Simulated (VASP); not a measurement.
# Be6BS8 (a cell with a defect) in VASP: further runs, part 2 of 2

VASP 6.6.1. Earlier steps stand in the parts before.

### Step 6. Single point, LDA, collinear spin

The input, INCAR:

```
PREC = Accurate
ENCUT = 520
EDIFF = 1E-6
ISMEAR = -1
SIGMA = 0.05
LREAL = Auto
LASPH = True
NELM = 150
ALGO = Normal
ISIF = 2
LWAVE = False
LCHARG = False
ISPIN = 2
MAGMOM = 0 0 0 0 0 0 0 0.2 0.2 0 0.2 0 0 0.2 0.2
LORBIT = 11
NELECT = 65.0
NBANDS = 48
```

The input, KPOINTS:

```
Automatic mesh
0
Gamma
  2 2 2
  0.5 0.5 0.5
```

The input, POSCAR:

```
Be6BS8
1.0
    9.6759940000      0.0000000000      0.0000000000
    0.0000000000      4.8379970000      0.0000000000
    0.0000000000      0.0000000000      4.8379970000
Be S B
6 8 1
Direct
    0.9983170000      0.9977000000      0.0040740000
    0.2464420000      0.5070290000      0.9985930000
    0.7508550000      0.4969170000      0.9978300000
    0.2504100000      0.9968390000      0.4990730000
    0.7500310000      0.9947380000      0.5036060000
    0.9973360000      0.4991540000      0.5043910000
    0.1251020000      0.2465340000      0.2507200000
    0.6258350000      0.2532590000      0.2506150000
    0.3797480000      0.7552260000      0.2500620000
    0.8770960000      0.7486650000      0.2572430000
    0.3774230000      0.2505070000      0.7477180000
    0.8775840000      0.2487510000      0.7377380000
    0.1280050000      0.7502640000      0.7495720000
    0.6259010000      0.7523520000      0.7497760000
    0.5038040000      0.5046540000      0.4994260000
```

Potentials or basis: VASP PAW LDA potentials, release 64 (Be, S, B).

On the command line:

```
$ cat potpaw_LDA.64/Be/POTCAR potpaw_LDA.64/S/POTCAR potpaw_LDA.64/B/POTCAR > POTCAR
$ mpirun -np 1 vasp_std > vasp.out
```

OUTCAR:

```text
PREC = Accurate
   ENCUT = 520
   EDIFF = 1E-6
   ISMEAR = -1
   LREAL = Auto
   LASPH = True
   NELM = 150
   ISIF = 2
   ISPIN = 2
   LORBIT = 11
   NELECT = 65.0

 ion  position               nearest neighbor table
   1  0.998  0.998  0.004-  10 2.08   7 2.09  12 2.12  13 2.13
   2  0.246  0.507  0.999-  13 2.04   7 2.11   9 2.14  11 2.15
   3  0.751  0.497  0.998-   8 2.09  14 2.10  12 2.13  10 2.13
   4  0.250  0.997  0.499-  13 2.07   7 2.09   9 2.09  11 2.11
   5  0.750  0.995  0.504-  14 2.06  12 2.08  10 2.09   8 2.12
   6  0.997  0.499  0.504-  12 2.02  10 2.06  13 2.12   7 2.13
   7  0.125  0.247  0.251-   4 2.09   1 2.09   2 2.11   6 2.13
   8  0.626  0.253  0.251-  15 2.08   3 2.09   5 2.12
   9  0.380  0.755  0.250-  15 2.09   4 2.09   2 2.14
  10  0.877  0.749  0.257-   6 2.06   1 2.08   5 2.09   3 2.13
  11  0.377  0.251  0.748-  15 2.11   4 2.11   2 2.15
  12  0.878  0.249  0.738-   6 2.02   5 2.08   1 2.12   3 2.13
  13  0.128  0.750  0.750-   2 2.04   4 2.07   6 2.12   1 2.13
  14  0.626  0.752  0.750-   5 2.06  15 2.07   3 2.10
  15  0.504  0.505  0.499-  14 2.07   8 2.08   9 2.09  11 2.11

  LATTYP: Found a simple tetragonal cell.
 ALAT       =     4.8379970000
 C/A-ratio  =     2.0000000000

[... 614 lines left out ...]
      9.65022      2.41491      2.44024         0.436121      0.071773     -0.212496
      1.21049      1.19273      1.21298        -0.397320      0.078308     -0.242164
      6.05558      1.22527      1.21247        -0.163657      0.520330      0.630941
      3.67444      3.65378      1.20980        -0.011650     -0.746307      0.455630
      8.48678      3.62204      1.24454         0.158278      0.065833     -0.578677
      3.65194      1.21195      3.61746         0.045533      0.698948     -0.463718
      8.49150      1.20346      3.56917         0.103654     -0.238672      0.943618
      1.23858      3.62977      3.62643        -0.846129      0.228263      0.206215
      6.05621      3.63988      3.62741        -0.213130     -0.762717     -0.479263
      4.87480      2.44151      2.41622        -0.229408     -0.073213     -0.035666
 -----------------------------------------------------------------------------------
    total drift:                               -0.007061      0.000488     -0.003766

  FREE ENERGIE OF THE ION-ELECTRON SYSTEM (eV)
  ---------------------------------------------------
  free  energy   TOTEN  =       -71.0761134832 eV

  energy  without entropy=      -71.0082015079  energy(sigma->0) =      -71.04215750

 total charge

# of ion       s       p       d       tot
------------------------------------------
    1        0.393   0.694   0.000   1.088
    2        0.389   0.682   0.000   1.071
    3        0.388   0.674   0.000   1.062
    4        0.394   0.700   0.000   1.094
    5        0.398   0.708   0.000   1.106
    6        0.402   0.737   0.000   1.139
    7        1.313   2.538   0.000   3.851
    8        1.325   2.455   0.000   3.780
    9        1.328   2.444   0.000   3.772
   10        1.311   2.548   0.000   3.859
   11        1.328   2.439   0.000   3.767
   12        1.311   2.550   0.000   3.862
   13        1.312   2.548   0.000   3.860
   14        1.325   2.461   0.000   3.786
   15        0.690   0.920   0.000   1.610
--------------------------------------------------
tot         13.610  25.099   0.000  38.709

 magnetization (x)

# of ion       s       p       d       tot
------------------------------------------
    1        0.000   0.000   0.000   0.000
    2        0.000   0.000   0.000   0.000
    3        0.000   0.000   0.000   0.000
    4        0.000   0.000   0.000   0.000
    5        0.000   0.000   0.000   0.000
    6        0.000   0.000   0.000   0.000
    7        0.000  -0.000   0.000   0.000
    8        0.000   0.000   0.000   0.000
    9        0.000   0.000   0.000   0.000
   10        0.000  -0.000   0.000   0.000
   11        0.000   0.000   0.000   0.000
   12        0.000  -0.000   0.000   0.000
   13        0.000  -0.000   0.000   0.000
   14        0.000   0.000   0.000   0.000
   15        0.000   0.000   0.000   0.000
--------------------------------------------------
tot          0.000   0.000   0.000   0.001
```

stdout:

```text
POSCAR found type information on POSCAR BeS B
 POSCAR found :  3 types and      15 ions
 scaLAPACK will be used
 LDA part: xc-table for (Slater(with rela. corr.)+CA(PZ))
 , standard interpolation
 POSCAR, INCAR and KPOINTS ok, starting setup
 FFT: planning ... GRIDC
 FFT: planning ... GRID_SOFT
 FFT: planning ... GRID
 WAVECAR not read
 entering main loop
 the old and the new charge density differ
 old charge density:    63.00000 new   65.00000
    0.188E+01
```

Wall time 74 s (1 thread of Intel Xeon 6975P-C (Granite Rapids), shared host); peak memory 0.27 GiB.

Results:

```
Free energy                                           : -71.0761 eV
Largest force                                         : 1.300 eV/Å
Net moment                                            : 0.00 μB per cell
Valence electrons inside the program's atomic spheres : Be 1.09, 1.07, 1.06, 1.11, 1.14 (each value once); S 3.85, 3.78, 3.77, 3.86, 3.79 (each value once); B 1.61
```

Forces on the atoms (eV/Å):
```
Be   0.113  0.046 -0.193
Be   1.251 -0.310  0.166
Be  -0.548  0.091  0.002
Be   0.985  0.163  0.005
Be  -0.685  0.169 -0.205
Be   0.436  0.072 -0.212
S   -0.397  0.078 -0.242
S   -0.164  0.520  0.631
S   -0.012 -0.746  0.456
S    0.158  0.066 -0.579
S    0.046  0.699 -0.464
S    0.104 -0.239  0.944
S   -0.846  0.228  0.206
S   -0.213 -0.763 -0.479
B   -0.229 -0.073 -0.036
```

Levels at points of the mesh, in eV from the Fermi level:
Spin up:
| k point | band 28 | band 29 | band 30 | band 31 | band 32 | band 33 | band 34 | band 35 | band 36 | band 37 |
| --- | --- | --- | --- | --- | --- | --- | --- | --- | --- | --- |
| (0.25, 0.25, 0.25) | -5.09 | -4.42 | -4.15 | -3.70 | -3.20 | -0.01 | 0.29 | 0.55 | 0.80 | 1.17 |
Spin down:
```
           k point  band 30  band 31  band 32  band 33  band 34  band 35
(0.25, 0.25, 0.25)    -4.15    -3.70    -3.20    -0.01     0.29     0.55
```

Caveat: the k points lie up to 0.65 Å⁻¹ apart; the cell carries a net charge on a neutralising background, which shifts energy and pressure; the cell is charged against a uniform background, so pressure and absolute levels hang on convention.
